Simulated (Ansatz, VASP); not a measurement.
Si: VASP beside Ansatz

Contents of INCAR:

```
PREC = Accurate ; ENCUT = 520
EDIFF = 1E-7 ; ISMEAR = -1
SIGMA = 0.1 ; LREAL = F
LASPH = T ; NELM = 60
ALGO = Normal ; ISIF = 2
LWAVE = F ; LCHARG = F
GGA = CA ; NBANDS = 8
```

File KPOINTS:

```
Automatic mesh
0
Gamma
  16 16 16
```

POSCAR

```
Si
1.0
    0.0000000000      1.8551461461      1.8551461461
    1.8551461461      0.0000000000      1.8551461461
    1.8551461461      1.8551461461      0.0000000000
Si
1
Direct
    0.0000000000      0.0000000000      0.0000000000
```

Input for Ansatz:

```yaml
crystal:
  lattice:
    - [0.0, 1.8551461461, 1.8551461461]
    - [1.8551461461, 0.0, 1.8551461461]
    - [1.8551461461, 1.8551461461, 0.0]
  atoms:
    - { symbol: Si, position: [0.0, 0.0, 0.0] }
hamiltonian:
  xc: lda
  pseudopotentials:
    kind: paw
    azcp:
      Si: "pseudopotentials/Si.paw.azcp"
basis:
  ecutwfc: 420
  fft_grid_basis: typed
kpoints:
  mp_grid: { grid: [16, 16, 16], shift: [0, 0, 0] }
magnetization:
  spin_polarized: false
scf:
  occupations: { method: fermi_dirac, width: 0.1 }
  lower_state_search: "off"
output:
  stress: true
```

Alike in both runs: task single point; functional LDA; k mesh 16 × 16 × 16; occupations fermi-dirac, width 0.1 eV; no spin polarisation.

```csv
,VASP,Ansatz
version,VASP 6.6.1,Ansatz 0.2.0
potentials or method,"VASP PAW LDA potentials, release 64 (Si), cutoff 520 eV","plane waves (420 eV) with PAW, scalar-relativistic"
valence electrons in the cell,4,4
```

```tsv
	VASP	Ansatz	Ansatz less VASP
pressure (GPa)	9.6	9.5	-0.10
```

Ansatz warns that its potentials were made for another functional, while VASP's fit it. LDA's correlation is that of Perdew and Zunger in VASP and of Perdew and Wang (1992) in Ansatz.
